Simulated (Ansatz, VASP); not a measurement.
**MgCdO in VASP and in Ansatz**

```xyz
6
Lattice="2.8684 0.0000 -0.0127 0.0000 5.6277 0.0000 -1.4116 0.0000 6.1996" Properties=species:S:1:pos:R:3 pbc="T T T"
Mg    1.4342    0.0000   -0.0064
Mg    1.4342    2.8139   -0.0064
Cd    1.4455    4.2208    3.2926
Cd    0.0113    1.4069    2.8943
O     1.4560    4.2208    5.9904
O     0.0008    1.4069    0.1965
```

Change from the starting cell: the structure that the rattled cell fell into.

Alike in both runs: functional PBE; k mesh 14 × 8 × 6; occupations gaussian, width 0.1 eV; no spin polarisation.

Ansatz relaxed the structure, and its values are those at the end. VASP's run is a single point on that final structure, the one shown.

|  | VASP | Ansatz |
| --- | --- | --- |
| version | VASP 6.6.1 | Ansatz 0.2.0 |
| potentials or method | VASP PAW PBE potentials, release 64 (Mg, Cd, O), cutoff 520 eV | scalar-relativistic, plane waves, PAW |
| valence electrons in the cell | 40 | 72 |

|  | VASP | Ansatz | Ansatz less VASP |
| --- | --- | --- | --- |
| gap on the k mesh at the Fermi level (eV) | none | none | - |
| pressure (GPa) | -0.1 | 0.0 | +0.09 |
| rms of the force components (eV/Å) | 0.005 | 0.000 | -0.0049 |

A gap of «none» marks a metal or a gap that the smearing closes. The functional is the same, so the differences come from potentials, cutoffs and numerics. VASP's potentials hold 40 valence electrons a cell and Ansatz's 72, so a difference there can come from the potentials and not from the codes.
